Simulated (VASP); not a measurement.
# Rh (I4/mmm) in VASP: notebook

Runs on Rh. Level: PBE. Tasks: single point.

All numbers are computed with VASP 6.6.1; they aren't measurements. Logs are shortened: lines on timing, memory, paths and dates and some standing lists are left out, and cuts for length are marked.

### Step 1. The cell of the first run

It takes space group I4/mmm (No. 139, tetragonal). Conventional cell: a = 2.689 Å, b = 2.689 Å, c = 3.993 Å, α = 90.00°, β = 90.00°, γ = 90.00°. Within 3.5 Å of Rh (site symmetry 4/mmm) lie 12 Rh at 2.69 to 2.76 Å.

### Step 2. Single point, PBE (strain +0.000 along x and y, +0.050 along z)

INCAR reads:

```
SYSTEM = Rh
  PREC = Accurate
  ENCUT = 520
  EDIFF = 1E-7
  ISMEAR = 1
  SIGMA = 0.02
  LREAL = .False.
  LASPH = .True.
  NELM = 100
  ALGO = Fast
  ISIF = 2
  LWAVE = .False.
  LCHARG = .True.
  GGA = PE
  LELF = .True.
  LVHAR = .True.
  NBANDS = 14
```

KPOINTS reads:

```
Automatic mesh
0
Gamma
  22 22 22
  0 0 0
```

POSCAR reads:

```
Rh
1.0
    0.0000000000      1.9015500000      1.9966275000
    1.9015500000      0.0000000000      1.9966275000
    1.9015500000      1.9015500000      0.0000000000
Rh
1
Direct
    0.0000000000      0.0000000000      0.0000000000
```

Potentials or basis: VASP PAW PBE potentials, release 64 (Rh_pv).

Run with:

```sh
$ cat potpaw_PBE.64/Rh_pv/POTCAR > POTCAR
$ mpirun -np 1 vasp_std > vasp.out
```

OUTCAR:

```text
SYSTEM = Rh
   PREC = Accurate
   ENCUT = 520
   EDIFF = 1E-7
   ISMEAR = 1
   LREAL = .False.
   LASPH = .True.
   NELM = 100
   ISIF = 2
   GGA = PE

 ion  position               nearest neighbor table
   1  0.000  0.000  0.000-

  LATTYP: Found a body centered tetragonal cell.
 ALAT       =     2.6891977995
 C/A-ratio  =     1.4849242405

  Lattice vectors:

 A1 = (  -1.9015500000,   0.0000000000,   1.9966275000)
 A2 = (   1.9015500000,   0.0000000000,   1.9966275000)
 A3 = (   0.0000000000,   1.9015500000,  -1.9966275000)

Analysis of symmetry for initial positions (statically):
=====================================================================
 Subroutine PRICEL returns:
 Original cell was already a primitive cell.

 Routine SETGRP: Setting up the symmetry group for a
 body centered tetragonal supercell.

 Subroutine GETGRP returns: Found 16 space group operations
 (whereof 16 operations were pure point group operations)
 out of a pool of 16 trial point group operations.

The static configuration has the point symmetry D_4h.

Analysis of symmetry for dynamics (positions and initial velocities):
=====================================================================
 Subroutine PRICEL returns:
 Original cell was already a primitive cell.

 Routine SETGRP: Setting up the symmetry group for a
 body centered tetragonal supercell.

 Subroutine GETGRP returns: Found 16 space group operations
 (whereof 16 operations were pure point group operations)
 out of a pool of 16 trial point group operations.

The dynamic configuration has the point symmetry D_4h.

 Subroutine INISYM returns: Found 16 space group operations
 (whereof 16 operations are pure point group operations),
 and found     1 'primitive' translations

----------------------------------------------------------------------------------------

                                     Primitive cell

  volume of cell :      14.4392

  direct lattice vectors                    reciprocal lattice vectors
     0.000000000  1.901550000  1.996627500    -0.262943388  0.262943388  0.250422275
     1.901550000  0.000000000  1.996627500     0.262943388 -0.262943388  0.250422275
     1.901550000  1.901550000  0.000000000     0.262943388  0.262943388 -0.250422275

  length of vectors
     2.757247500  2.757247500  2.689197800     0.448318822  0.448318822  0.448318822

  position of ions in fractional coordinates (direct lattice)
     0.000000000  0.000000000  0.000000000

  ion indices of the primitive-cell ions
   primitive index   ion index
                 1           1

[... 86 lines left out ...]
   ISMEAR =     1;   SIGMA  =   0.02  broadening in eV -4-tet -1-fermi 0-gaus
   EFERMI_NEDOS =   21; number of points for ismear=-14 and -15
   IALGO  =     68    algorithm
   IMIX   =      4    mixing-type and parameters
     AMIX     =   0.40;   BMIX     =  1.00
     AMIX_MAG =   1.60;   BMIX_MAG =  1.00
  volume/ion in A,a.u.               =      14.44        97.44
  Fermi-wavevector in a.u.,A,eV,Ry     =   1.658025  3.133213 37.403053  2.749047
  Thomas-Fermi vector in A             =   2.745677
   LORBIT       =      0    0 simple, 1 ext, 2 COOP (PROOUT), +10 PAW based schemes
   GGA     = PE    functional components
   LHFCALC =     F    Hartree Fock is set to
   AEXX    =    0.0000 exact exchange contribution
   IVDW    =     0    specifies the selected vdW correction
   LEPSILON=     F    determine dielectric tensor
   LRPA    =     F    only Hartree local field effects (RPA)
 non-spin polarized calculation
 RMM-DIIS sequential band-by-band and
 Methfessel and Paxton  Order N= 1 SIGMA  =   0.02
  energy-cutoff  :      520.00
  volume of cell :       14.44
 maximum number of plane-waves:       404
 NGX is ok and might be reduce to    24
   NGX = 11   NGY = 11   NGZ =  9

 number of electron      14.9999997 magnetization

 Free energy of the ion-electron system (eV)
  ---------------------------------------------------
  ext. energy  EPLUGINS =         0.00000000
  ---------------------------------------------------
  free energy    TOTEN  =        -7.23500137 eV

  energy without entropy =       -7.23503880  energy(sigma->0) =       -7.23501385

 E-fermi :  11.0153     XC(G=0): -13.7172

 val. band max:       11.0109498094   @ k =  -0.0909   0.2273   0.1364
 cond. band min:      11.0194454335   @ k =   0.4545   0.0909   0.2727
 fundamental gap:      0.0084956241
 Fermi energy:        11.0153182778

 k-point     1 :       0.0000    0.0000    0.0000
  band No.  band energies     occupation
      1     -35.2813      2.00000
      2     -35.2616      2.00000
      3     -35.2616      2.00000
      4       3.4264      2.00000
      5       7.8431      2.00000
      6       8.3556      2.00000
      7       8.3556      2.00000
      8       9.7889      2.00000
      9      10.3918      2.00000
     10      27.0843      0.00000
     11      31.3402      0.00000
     12      31.7037      0.00000
     13      32.6970      0.00000
     14      32.6970      0.00000
[... 377 lines left out ...]
      1     -35.8793      2.00000
      2     -35.3911      2.00000
      3     -35.3258      2.00000
      4       5.3710      2.00000
      5       7.8381      2.00000
      6       8.4087      2.00000
      7      10.8706      2.00000
      8      11.3558     -0.00000
      9      12.5484      0.00000
     10      19.3463      0.00000
     11      26.5561      0.00000
     12      31.2144      0.00000
     13      31.7053      0.00000
     14      32.4533      0.00000

 [... further k-points ...]

------------------------ aborting loop because EDIFF is reached ----------------------------------------

  FORCE on cell =-STRESS in cart. coord.  units (eV):
  Direction    XX          YY          ZZ          XY          YZ          ZX
  --------------------------------------------------------------------------------------
  -------------------------------------------------------------------------------------
  Total       -0.2548617     -0.2548617     -1.1919158      0.0000000     -0.0000000      0.0000000
  in kB      -28.2795624    -28.2795624   -132.2554587      0.0000000     -0.0000000      0.0000000
  external PRESSURE =     -62.9381945 kB  Pullay stress =       0.0000000 kB

 VOLUME and BASIS-vectors are now :
 -----------------------------------------------------------------------------
  energy-cutoff  :      520.00
  volume of cell :       14.44
      direct lattice vectors                 reciprocal lattice vectors
     0.000000000  1.901550000  1.996627500    -0.262943388  0.262943388  0.250422275
     1.901550000  0.000000000  1.996627500     0.262943388 -0.262943388  0.250422275
     1.901550000  1.901550000  0.000000000     0.262943388  0.262943388 -0.250422275

 POSITION                                       TOTAL-FORCE (eV/Angst)
 -----------------------------------------------------------------------------------
      0.00000      0.00000      0.00000         0.000000      0.000000      0.000000
 -----------------------------------------------------------------------------------
    total drift:                               -0.000000     -0.000000     -0.000000

  FREE ENERGIE OF THE ION-ELECTRON SYSTEM (eV)
  ---------------------------------------------------
  free  energy   TOTEN  =        -7.2350013679 eV

  energy  without entropy=       -7.2350388002  energy(sigma->0) =       -7.23501385
```

Wall time 2.9 min (1 thread of AMD EPYC 9R45 (Zen 5), shared host); peak memory 0.22 GiB.

Results:

* Free energy: -7.2350 eV
* Pressure: -6.3 GPa

Stress tensor (GPa, compression positive):
```
 -2.83   0.00   0.00
  0.00  -2.83   0.00
  0.00   0.00 -13.23
```

Caveat: the cell differs from its parent crystal (strain +0.000 along x and y, +0.050 along z).

### Step 3. Single point, PBE (strain +0.025 along x and y, +0.000 along z)

INCAR reads:

```
SYSTEM = Rh
ALGO = Fast
EDIFF = 1E-6
ENCUT = 520
GGA = PE
ISIF = 2
ISMEAR = 1
LASPH = .TRUE.
LCHARG = .FALSE.
LREAL = .FALSE.
LWAVE = .FALSE.
NBANDS = 14
NELM = 80
PREC = Accurate
SIGMA = 0.02
```

KPOINTS reads:

```
k-points
0
G
  22 22 22
  0 0 0
```

POSCAR reads:

```
Rh
1.0
    0.0000000000      1.9490887500      1.9015500000
    1.9490887500      0.0000000000      1.9015500000
    1.9490887500      1.9490887500      0.0000000000
Rh
1
Direct
    0.0000000000      0.0000000000      0.0000000000
```

Potentials or basis: VASP PAW PBE potentials, release 64 (Rh_pv).

Run with:

```sh
$ cat potpaw_PBE.64/Rh_pv/POTCAR > POTCAR
$ mpirun -np 1 vasp_std > vasp.out
```

It took 2.5 min on 1 thread of AMD EPYC 9R45 (Zen 5), shared host; peak memory 0.22 GiB.

It converged, with:

- Free energy: -7.2459 eV
- Pressure: -6.8 GPa

Stress tensor (GPa, compression positive):
```
-8.42  0.00  0.00
 0.00 -8.42  0.00
 0.00  0.00 -3.46
```

Levels at points of the mesh, in eV from the Fermi level:
| k point | band 4 | band 5 | band 6 | band 7 | band 8 | band 9 | band 10 | band 11 |
| --- | --- | --- | --- | --- | --- | --- | --- | --- |
| (0.00, 0.00, 0.00) | -7.59 | -2.92 | -2.92 | -2.68 | -1.06 | -0.77 | 16.04 | 20.68 |
| (0.50, 0.00, 0.00) | -5.71 | -3.04 | -2.78 | 0.46 | 0.59 | 0.80 | 8.16 | 15.50 |
| (0.50, 0.50, 0.00) | -5.85 | -5.52 | 0.49 | 0.92 | 0.92 | 3.56 | 12.12 | 12.74 |
| (0.50, 0.00, 0.50) | -5.85 | -5.49 | 0.50 | 0.80 | 1.00 | 3.05 | 11.44 | 13.08 |

Caveat: the cell differs from its parent crystal (strain +0.025 along x and y, +0.000 along z).
